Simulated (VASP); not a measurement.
Wanted: the native input for a VASP 6.6.1 run.

```yaml
Task: single point
Functional: LDA
Potentials_or_basis: VASP PAW LDA potentials, release 64 (Li_sv, F)
Cutoff: 520 eV
k_mesh: 10 × 10 × 10
Occupations: gaussian, width 0.05 eV
Spin: no spin polarisation
Dipole_correction: no
Further_INCAR_settings: ALGO = Normal; EDIFF = 1e-06; NBANDS = 12
```

The structure of LiF lies in POSCAR:

```
LiF
1.0
    2.5851283300      0.0000000000      0.0000000000
    0.0000000000      2.5851283300      0.0000000000
    0.0000000000      0.0000000000      2.5595330000
Li F
1 1
Direct
    0.0000000000      0.0000000000      0.0000000000
    0.5000000000      0.5000000000      0.5000000000
```

This cell differs from its parent crystal: strain +0.0100 x Voigt [1, 1, 0, 0, 0, 0].

The input as run:

INCAR

```
SYSTEM = LiF
PREC = Accurate
ENCUT = 520
EDIFF = 1E-6
ISMEAR = 0
SIGMA = 0.05
LREAL = .False.
LASPH = .True.
NELM = 80
ALGO = Normal
ISIF = 2
LWAVE = .False.
LCHARG = .False.
GGA = CA
NBANDS = 12
```

KPOINTS

```
regular mesh
0
Gamma
  10 10 10
  0 0 0
```

Potentials or basis: VASP PAW LDA potentials, release 64 (Li_sv, F).

Command:

```console
$ cat potpaw_LDA.64/Li_sv/POTCAR potpaw_LDA.64/F/POTCAR > POTCAR
$ mpirun -np 1 vasp_std > vasp.out
```

Results of the run:

```yaml
Band_gap_on_the_k_mesh: 7.10 eV (least direct gap 7.74 eV)
```

Caveat: the cell differs from its parent crystal (strain +0.0100 x Voigt [1, 1, 0, 0, 0, 0]).

Wall time 23 s on 1 thread of Intel Xeon 8259CL, with other jobs on the host, peak memory 0.13 GiB.
